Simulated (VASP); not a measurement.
Write the native input for VASP 6.6.1 that does the following.

```
Task                   : single point
Functional             : PBE
Potentials or basis    : VASP PAW PBE potentials, release 64 (Zn, O_h)
Cutoff                 : 1340 eV
k mesh                 : 7 × 7 × 4
Occupations            : fermi-dirac, width 0.05 eV
Spin                   : no spin polarisation
Dipole correction      : no
Further INCAR settings : ALGO = Normal; EDIFF = 1e-06; NBANDS = 26
```

The structure of ZnO lies in POSCAR:

```
ZnO
1.0
    3.2493987200      0.0000000000      0.0000000000
   -1.6246993600      2.8140618400      0.0000000000
    0.0000000000      0.0000000000      5.2038000000
Zn O
2 2
Direct
    0.3333333300      0.6666666700      0.0000000000
    0.6666666700      0.3333333300      0.5000000000
    0.3333333300      0.6666666700      0.3830000000
    0.6666666700      0.3333333300      0.8830000000
```

The input as run:

INCAR

```
PREC = Accurate ; ENCUT = 1340
EDIFF = 1E-6 ; ISMEAR = -1
SIGMA = 0.05 ; LREAL = F
LASPH = T ; NELM = 120
ALGO = Normal ; ISIF = 2
LWAVE = F ; LCHARG = F
GGA = PE ; NBANDS = 26
GGA_COMPAT = F
```

KPOINTS

```
Automatic mesh
0
Gamma
  7 7 4
```

Potentials or basis: VASP PAW PBE potentials, release 64 (Zn, O_h).

The run is started by

```bash
$ cat potpaw_PBE.64/Zn/POTCAR potpaw_PBE.64/O_h/POTCAR > POTCAR
$ mpirun -np 1 vasp_std > vasp.out
```

It gave:

```
Pressure               : 5.8 GPa
Largest force          : 0.062 eV/Å
Band gap on the k mesh : 0.79 eV
```

Caveat: the cell stands under pressure; semilocal functionals underestimate gaps, and a narrow one can read as zero.

Wall time 75 s on 1 thread of AMD EPYC 9R45 96-Core Processor (Zen 5), with other jobs on the host, peak memory 0.33 GiB.
